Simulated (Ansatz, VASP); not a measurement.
Two plane-wave programs on Zr

```xyz
2
Lattice="0.0000 2.9008 2.9008 2.9008 0.0000 2.9008 2.9008 2.9008 0.0000" Properties=species:S:1:pos:R:3 pbc="T T T"
Zr    0.7252    0.7252    0.7252
Zr    5.0764    5.0764    5.0764
```

Alike in both runs: task single point; functional LDA; k mesh 10 × 10 × 10; occupations fermi-dirac, width 0.1 eV; no spin polarisation.

```csv
,VASP,Ansatz
version,VASP 6.6.1,Ansatz 0.2.0
potentials or method,"VASP PAW LDA potentials, release 64 (Zr_sv), cutoff 520 eV","plane waves (420 eV) with PAW, scalar-relativistic"
valence electrons in the cell,24,24
```

```tsv
	VASP	Ansatz	Ansatz less VASP
pressure (GPa)	6.8	6.6	-0.19
```

Ansatz warns that its potentials were made for another functional, while VASP's fit it. LDA's correlation is that of Perdew and Zunger in VASP and of Perdew and Wang (1992) in Ansatz.
